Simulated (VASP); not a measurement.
CO2:

```
C O
1.0
     5.49420    0.00000    0.00000
     0.00000    5.49420    0.00000
     0.00000    0.00000    5.49420
C O
4 8
Direct
  0.00000 0.00000 0.00000
  0.50000 0.00000 0.50000
  0.50000 0.50000 0.00000
  0.00000 0.50000 0.50000
  0.12270 0.12270 0.12270
  0.37730 0.87730 0.62270
  0.62270 0.37730 0.87730
  0.87730 0.62270 0.37730
  0.87730 0.87730 0.87730
  0.62270 0.12270 0.37730
  0.37730 0.62270 0.12270
  0.12270 0.37730 0.62270
```

Base run:

* Program: VASP 6.6.1
* Functional: PBE
* Potentials or basis: VASP PAW PBE potentials, release 64 (C, O)
* Cutoff: 520 eV
* k mesh: 5 × 5 × 5
* Occupations: fermi-dirac, width 0.02 eV
* Spin: no spin polarisation

Its results: band gap on the k mesh 6.84 eV; pressure 3.8 GPa; largest force 0.644 eV/Å.

**Question.** The run is repeated on the same cell with these changes: functional from PBE to r2SCAN; further incar settings from ALGO = Normal; EDIFF = 1e-07; NBANDS = 44 to ALGO = Normal; EDIFF = 1e-08; NBANDS = 44. What comes out?

**Answer.** Band gap on the k mesh 7.46 eV; pressure -0.1 GPa; largest force 0.087 eV/Å.

Caveats: an odd mesh through Γ misses points on the zone boundary, where band edges can lie; the cell stands under pressure (at least some runs); this functional lacks dispersion, which holds the molecules together, so the pressure and a relaxed volume are unreliable (at least some runs); the PAW data sets were made with another functional, which shifts forces and pressure a little (at least some runs).
